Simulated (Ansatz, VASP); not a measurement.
**LiF: VASP beside Ansatz**

```
Li F
1.0
     4.89537    0.00000    0.00000
    -2.44768    4.23951    0.00000
     0.00000    0.00000    2.92669
Li F
3 3
Direct
  0.62181 0.62181 0.00000
  0.37819 0.00000 0.33333
  0.00000 0.37819 0.66667
  0.00000 0.63369 0.16667
  0.36631 0.36631 0.50000
  0.63369 0.00000 0.83333
```

Alike in both runs: functional PBE; k mesh 6 × 6 × 8; occupations gaussian, width 0.02 eV; no spin polarisation.

Ansatz relaxed the structure, and its values are those at the end. VASP's run is a single point on that final structure, the one shown.

|  | VASP | Ansatz |
| --- | --- | --- |
| version | VASP 6.6.1 | Ansatz 0.2.0 |
| potentials or method | VASP PAW PBE potentials, release 64 (Li_sv, F), cutoff 520 eV | scalar-relativistic, plane waves, PAW |
| valence electrons in the cell | 30 | 30 |

|  | VASP | Ansatz | Ansatz less VASP |
| --- | --- | --- | --- |
| gap on the k mesh at the Fermi level (eV) | 7.56 | 7.57 | +0.009 |
| least direct gap on the mesh (eV) | 7.56 | 7.57 | +0.009 |

With one functional, cell and mesh, what is left measures potentials, basis and numerics.

Noted on VASP's run: the cutoff is under 1.25 times that of the potentials, so the pressure is a little rough.
